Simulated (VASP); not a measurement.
# Ga2O3 (P1) in VASP: single point with PBE

Aim: the single point of Ga2O3 with PBE.

Program: VASP 6.6.1. These are calculated values, not measurements. Logs are shortened: lines on timing, memory, paths and dates and some standing lists are left out, and cuts for length are marked.

## (1) The cell of the first run

The typed cell holds 10 atoms: a = 5.399 Å, b = 5.399 Å, c = 5.399 Å, α = 55.86°, β = 55.86°, γ = 55.86°.

## (2) Single point, PBE (all Ga atoms moved +0.175 Å, as atom 1 along Cartesian [1 1 1])

INCAR

```
PREC = Accurate
ENCUT = 520
EDIFF = 1E-6
ISMEAR = 0
SIGMA = 0.05
LREAL = F
LASPH = T
NELM = 80
ALGO = Normal
ISIF = 2
LWAVE = F
LCHARG = F
GGA = PE
NBANDS = 55
```

KPOINTS

```
Automatic mesh
0
Gamma
  6 6 6
```

POSCAR

```
Ga2O3
1.0
    2.5287245564      1.4599598033      4.5410352127
   -2.5287245564      1.4599598033      4.5410352127
    0.0000000000     -2.9199196066      4.5410352127
Ga O
4 6
Direct
    0.3947971535      0.3548417156      0.3402170103
    0.1830596457      0.1431042078      0.1284795025
    0.6830596457      0.6431042078      0.6284795025
    0.8947971535      0.8548417156      0.8402170103
    0.5531733332      0.9468266668      0.2500000000
    0.2500000000      0.5531733332      0.9468266668
    0.9468266668      0.2500000000      0.5531733332
    0.4468266668      0.0531733332      0.7500000000
    0.7500000000      0.4468266668      0.0531733332
    0.0531733332      0.7500000000      0.4468266668
```

Potentials or basis: VASP PAW PBE potentials, release 64 (Ga_d, O).

Run with:

```
cat potpaw_PBE.64/Ga_d/POTCAR potpaw_PBE.64/O/POTCAR > POTCAR
mpirun -np 1 vasp_std > vasp.out
```

OUTCAR:

```text
PREC = Accurate
   ENCUT = 520
   EDIFF = 1E-6
   ISMEAR = 0
   LREAL = F
   LASPH = T
   NELM = 80
   ISIF = 2
   GGA = PE

 ion  position               nearest neighbor table
   1  0.395  0.355  0.340-   9 1.79   8 1.94  10 2.01   5 2.11   6 2.15   7 2.28   2 2.88
   2  0.183  0.143  0.128-   8 1.87   5 1.96   6 2.01  10 2.04   9 2.08   7 2.14   1 2.88
   3  0.683  0.643  0.628-   7 1.90  10 1.94   5 1.98   9 2.07   8 2.12   6 2.12   4 2.88
   4  0.895  0.855  0.840-   6 1.83   7 1.87   5 2.04  10 2.08   9 2.21   8 2.25   3 2.88
   5  0.553  0.947  0.250-   2 1.96   3 1.98   4 2.04   1 2.11
   6  0.250  0.553  0.947-   4 1.83   2 2.01   3 2.12   1 2.15
   7  0.947  0.250  0.553-   4 1.87   3 1.90   2 2.14   1 2.28
   8  0.447  0.053  0.750-   2 1.87   1 1.94   3 2.12   4 2.25
   9  0.750  0.447  0.053-   1 1.79   3 2.07   2 2.08   4 2.21
  10  0.053  0.750  0.447-   3 1.94   1 2.01   2 2.04   4 2.08

  LATTYP: Found a trigonal (rhomboedric) cell.
 ALAT       =     5.3987898007
 COS(alpha) =     0.5612266819

  Lattice vectors:

 A1 = (   2.5287245564,   1.4599598033,   4.5410352127)
 A2 = (  -2.5287245564,   1.4599598033,   4.5410352127)
 A3 = (   0.0000000000,  -2.9199196066,   4.5410352127)

Analysis of symmetry for initial positions (statically):
=====================================================================
 Subroutine PRICEL returns:
 Original cell was already a primitive cell.

 Routine SETGRP: Setting up the symmetry group for a
 trigonal (rhombohedral) supercell.

 Subroutine GETGRP returns: Found  1 space group operations
 (whereof  1 operations were pure point group operations)
 out of a pool of 12 trial point group operations.

The static configuration has the point symmetry C_1 .

Analysis of symmetry for dynamics (positions and initial velocities):
=====================================================================
 Subroutine PRICEL returns:
 Original cell was already a primitive cell.

 Routine SETGRP: Setting up the symmetry group for a
 trigonal (rhombohedral) supercell.

 Subroutine GETGRP returns: Found  1 space group operations
 (whereof  1 operations were pure point group operations)
 out of a pool of 12 trial point group operations.

The dynamic configuration has the point symmetry C_1 .

 Subroutine INISYM returns: Found  1 space group operations
 (whereof  1 operations are pure point group operations),
 and found     1 'primitive' translations

----------------------------------------------------------------------------------------

                                     Primitive cell

  volume of cell :     100.5885

  direct lattice vectors                    reciprocal lattice vectors
     2.528724556  1.459959803  4.541035213     0.197728139  0.114158394  0.073404701
    -2.528724556  1.459959803  4.541035213    -0.197728139  0.114158394  0.073404701
     0.000000000 -2.919919607  4.541035213     0.000000000 -0.228316788  0.073404701

  length of vectors
     5.398789801  5.398789801  5.398789801     0.239826617  0.239826617  0.239826617

  position of ions in fractional coordinates (direct lattice)
     0.394797154  0.354841716  0.340217010
     0.183059646  0.143104208  0.128479502
     0.683059646  0.643104208  0.628479502
     0.894797154  0.854841716  0.840217010
     0.553173333  0.946826667  0.250000000
     0.250000000  0.553173333  0.946826667
     0.946826667  0.250000000  0.553173333
     0.446826667  0.053173333  0.750000000
     0.750000000  0.446826667  0.053173333
     0.053173333  0.750000000  0.446826667

  ion indices of the primitive-cell ions
   primitive index   ion index
                 1           1
                 2           2
                 3           3
                 4           4
                 5           5
                 6           6
                 7           7
                 8           8
                 9           9
                10          10

----------------------------------------------------------------------------------------

 KPOINTS: Automatic mesh

Automatic generation of k-mesh.
 Grid dimensions read from file:
 generate k-points for:    6    6    6

 Generating k-lattice:

  Cartesian coordinates                     Fractional coordinates (reciprocal lattice)
     0.032954690  0.019026399  0.012234117     0.166666667  0.000000000  0.000000000
    -0.032954690  0.019026399  0.012234117     0.000000000  0.166666667  0.000000000
     0.000000000 -0.038052798  0.012234117     0.000000000  0.000000000  0.166666667

  Length of vectors
     0.039971103  0.039971103  0.039971103

  Shift w.r.t. Gamma in fractional coordinates (k-lattice)
     0.000000000  0.000000000  0.000000000

 Subroutine IBZKPT returns following result:
 ===========================================

 Found    112 irreducible k-points:

 Following reciprocal coordinates:
            Coordinates               Weight
  0.000000  0.000000  0.000000      1.000000
  0.166667  0.000000 -0.000000      2.000000
  0.000000  0.166667 -0.000000      2.000000
 -0.000000 -0.000000  0.166667      2.000000
  0.333333  0.000000 -0.000000      2.000000
  0.000000  0.333333 -0.000000      2.000000
[... 16 lines left out ...]
 -0.166667  0.500000  0.000000      2.000000
  0.166667  0.000000  0.500000      2.000000
 [... further k-points ...]
   k-points           NKPTS =    112   k-points in BZ     NKDIM =    112   number of bands    NBANDS=     55
   number of dos      NEDOS =    301   number of ions     NIONS =     10
   total plane-waves  NPLWV =  64000
   dimension x,y,z NGX =    40 NGY =   40 NGZ =   40
   dimension x,y,z NGXF=    80 NGYF=   80 NGZF=   80
   ions per type =               4   6
   NGX,Y,Z   is equivalent  to a cutoff of  12.32, 12.32, 12.32 a.u.
   NGXF,Y,Z  is equivalent  to a cutoff of  24.63, 24.63, 24.63 a.u.
 SYSTEM =  unknown system
   PREC   = accura    normal or accurate (medium, high low for compatibility)
   ISTART =      0    job   : 0-new  1-cont  2-samecut
   ICHARG =      2    charge: 1-file 2-atom 10-const
   ISPIN  =      1    spin polarized calculation?
   LNONCOLLINEAR =      F non collinear calculations
   LSORBIT =      F    spin-orbit coupling
   LASPH  =      T    aspherical Exc in radial PAW
   ENCUT  =  520.0 eV  38.22 Ry    6.18 a.u.  10.04 10.04 10.04*2*pi/ulx,y,z
   NELM   =     80;   NELMIN=  2; NELMDL= -5     # of ELM steps
   EDIFF  = 0.1E-05   stopping-criterion for ELM
   LREAL  =      F    real-space projection
   EDIFFG = 0.1E-04   stopping-criterion for IOM
   NSW    =      0    number of steps for IOM
   IBRION =     -1    ionic relax: 0-MD 1-quasi-New 2-CG
   NFREE  =      0    steps in history (QN), initial steepest desc. (CG)
   ISIF   =      2    stress and relaxation
   ISYM   =      2    0-nonsym 1-usesym 2-fastsym
   POTIM  = 0.5000    time-step for ionic-motion
   TEBEG  =    0.0;   TEEND  =   0.0 temperature during run
   PSTRESS=    0.0 pullay stress
   NELECT =      88.0000    total number of electrons
   NUPDOWN=      -1.0000    fix difference up-down
   EMIN   =  10.00;   EMAX   =-10.00  energy-range for DOS
   EFERMI =   0.00;   METHOD = LEGACY
   ISMEAR =     0;   SIGMA  =   0.05  broadening in eV -4-tet -1-fermi 0-gaus
   EFERMI_NEDOS =   21; number of points for ismear=-14 and -15
   IALGO  =     38    algorithm
   IMIX   =      4    mixing-type and parameters
     AMIX     =   0.40;   BMIX     =  1.00
     AMIX_MAG =   1.60;   BMIX_MAG =  1.00
  volume/ion in A,a.u.               =      10.06        67.88
  Fermi-wavevector in a.u.,A,eV,Ry     =   1.565740  2.958819 33.355234  2.451541
  Thomas-Fermi vector in A             =   2.668171
   LORBIT       =      0    0 simple, 1 ext, 2 COOP (PROOUT), +10 PAW based schemes
   GGA     = PE    functional components
   LHFCALC =     F    Hartree Fock is set to
   AEXX    =    0.0000 exact exchange contribution
   IVDW    =     0    specifies the selected vdW correction
   LEPSILON=     F    determine dielectric tensor
   LRPA    =     F    only Hartree local field effects (RPA)
 non-spin polarized calculation
 Gauss-broadening in eV      SIGMA  =   0.05
  energy-cutoff  :      520.00
  volume of cell :      100.59
 maximum number of plane-waves:      2730
   NGX = 21   NGY = 21   NGZ = 21

 number of electron      88.0000001 magnetization

 Free energy of the ion-electron system (eV)
  ---------------------------------------------------
  ext. energy  EPLUGINS =         0.00000000
  ---------------------------------------------------
  free energy    TOTEN  =       -58.88389591 eV

  energy without entropy =      -58.88389591  energy(sigma->0) =      -58.88389591

 E-fermi :   4.4102     XC(G=0): -11.9548

 val. band max:        4.1603819951   @ k =   0.0000  -0.1667   0.1667
 cond. band min:       6.5007661693   @ k =   0.0000   0.0000   0.0000
 fundamental gap:      2.3403841742
 Fermi energy:         4.4101693057

 k-point     1 :       0.0000    0.0000    0.0000
  band No.  band energies     occupation
      1     -14.6327      2.00000
      2     -12.8804      2.00000
      3     -12.8663      2.00000
      4     -12.8005      2.00000
      5     -12.7538      2.00000
      6     -12.6346      2.00000
[... 47 lines left out ...]
     54      15.2021      0.00000
     55      16.0872      0.00000

 k-point     2 :       0.1667    0.0000   -0.0000
  band No.  band energies     occupation
      1     -14.5164      2.00000
      2     -12.9742      2.00000
      3     -12.8737      2.00000
      4     -12.8237      2.00000
      5     -12.7520      2.00000
      6     -12.6712      2.00000
[... 47 lines left out ...]
     54      15.6650      0.00000
     55      15.9062      0.00000

 k-point     3 :       0.0000    0.1667   -0.0000
  band No.  band energies     occupation
      1     -14.5166      2.00000
      2     -12.9591      2.00000
      3     -12.8826      2.00000
      4     -12.8333      2.00000
      5     -12.7641      2.00000
      6     -12.6546      2.00000
[... 1152 lines left out ...]
 k-point    23 :      -0.1667    0.5000    0.0000
  band No.  band energies     occupation
      1     -13.8462      2.00000
      2     -13.5205      2.00000
      3     -12.9724      2.00000
      4     -12.9207      2.00000
      5     -12.7935      2.00000
      6     -12.6948      2.00000
[... 47 lines left out ...]
     54      15.8124      0.00000
     55      16.1055      0.00000

 k-point    24 :       0.1667    0.0000    0.5000
  band No.  band energies     occupation
      1     -13.8487      2.00000
      2     -13.5216      2.00000
      3     -12.9591      2.00000
      4     -12.8909      2.00000
      5     -12.8198      2.00000
      6     -12.7096      2.00000
[... 47 lines left out ...]
     54      15.8251      0.00000
     55      16.0749      0.00000

 [... further k-points ...]

------------------------ aborting loop because EDIFF is reached ----------------------------------------

  FORCE on cell =-STRESS in cart. coord.  units (eV):
  Direction    XX          YY          ZZ          XY          YZ          ZX
  --------------------------------------------------------------------------------------
  -------------------------------------------------------------------------------------
  Total        2.5314675      3.1183567      2.3748061      0.4601672      1.2744348      1.0356439
  in kB       40.3212884     49.6692758     37.8259806      7.3295560     20.2992341     16.4957655
  external PRESSURE =      42.6055149 kB  Pullay stress =       0.0000000 kB

 VOLUME and BASIS-vectors are now :
 -----------------------------------------------------------------------------
  energy-cutoff  :      520.00
  volume of cell :      100.59
      direct lattice vectors                 reciprocal lattice vectors
     2.528724556  1.459959803  4.541035213     0.197728139  0.114158394  0.073404701
    -2.528724556  1.459959803  4.541035213    -0.197728139  0.114158394  0.073404701
     0.000000000 -2.919919607  4.541035213     0.000000000 -0.228316788  0.073404701

 POSITION                                       TOTAL-FORCE (eV/Angst)
 -----------------------------------------------------------------------------------
      0.10104      0.10104      4.94907        -0.985455     -1.699999     -0.713220
      0.10104      0.10104      2.06455        -1.024342     -0.856166     -0.500318
      0.10104      0.10104      8.87610        -0.804128     -0.884867     -0.597858
      0.10104      0.10104     11.76063        -1.206433     -0.686763     -0.615582
     -0.99544      1.45996      7.94681         0.661952      0.355686      0.335780
     -0.76664     -1.59206      7.94681         1.164699      0.377946      0.767650
      1.76208      0.13210      7.94681         0.184214      0.516518      0.085004
      0.99544     -1.45996      5.67629         0.395319      0.610551     -0.216099
      0.76664      1.59206      5.67629         1.078320      1.503078      0.932144
     -1.76208     -0.13210      5.67629         0.535856      0.764015      0.522500
 -----------------------------------------------------------------------------------
    total drift:                               -0.001201     -0.001652     -0.000602

  FREE ENERGIE OF THE ION-ELECTRON SYSTEM (eV)
  ---------------------------------------------------
  free  energy   TOTEN  =       -58.8838959125 eV

  energy  without entropy=      -58.8838959125  energy(sigma->0) =      -58.88389591
```

It took 8.4 min on 1 thread of Intel Xeon Platinum 8488C (Sapphire Rapids), shared host; peak memory 0.55 GiB.

What came out:

```yaml
Free_energy: -58.8839 eV
Pressure: 4.3 GPa
Largest_force: 2.090 eV/Å
Band_gap_on_the_k_mesh: 2.34 eV (least direct gap 2.49 eV)
```

Forces on the atoms (eV/Å):
```
Ga  -0.985 -1.700 -0.713
Ga  -1.024 -0.856 -0.500
Ga  -0.804 -0.885 -0.598
Ga  -1.206 -0.687 -0.616
O    0.662  0.356  0.336
O    1.165  0.378  0.768
O    0.184  0.517  0.085
O    0.395  0.611 -0.216
O    1.078  1.503  0.932
O    0.536  0.764  0.522
```

Caveat: the cell differs from its parent crystal (all Ga atoms moved +0.175 Å, as atom 1 along Cartesian [1 1 1]); the cell stands under pressure; forces of over 1 eV/Å act on the atoms, so gaps and moduli don't describe the material at rest. A k mesh can miss the band edges.
